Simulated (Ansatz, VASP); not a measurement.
# One calculation of Ga, two programs

```
CELL_PARAMETERS angstrom
1.44027 -4.03772 0.00000
1.44027 4.03772 0.00000
0.00000 0.00000 3.14872
ATOMIC_POSITIONS crystal
Ga 0.86700 0.13300 0.25000
Ga 0.13300 0.86700 0.75000
```

Change from the starting cell: volume scaled by 0.98.

Alike in both runs: task single point; functional PBE; k mesh 12 × 12 × 10; occupations fermi-dirac, width 0.08 eV; no spin polarisation.

```csv
,VASP,Ansatz
version,VASP 6.6.1,Ansatz 0.2.0
potentials or method,"VASP PAW PBE potentials, release 64 (Ga_d), cutoff 520 eV","all-electron LAPW, scalar-relativistic"
```

Ansatz gave:

* pressure (GPa): 2.8
* traceless stress, the component that is largest in VASP (GPa): -2.54
* rms of the force components (eV/Å): 0.119

Problem. Estimate VASP's values.

Solution. Pressure (GPa): 2.8; traceless stress, the component that is largest in VASP (GPa): -2.55; rms of the force components (eV/Å): 0.120.

Atom by atom the forces differ by 0.001 eV/Å (rms over components). Ansatz ran all-electron here, and VASP with PAW potentials.
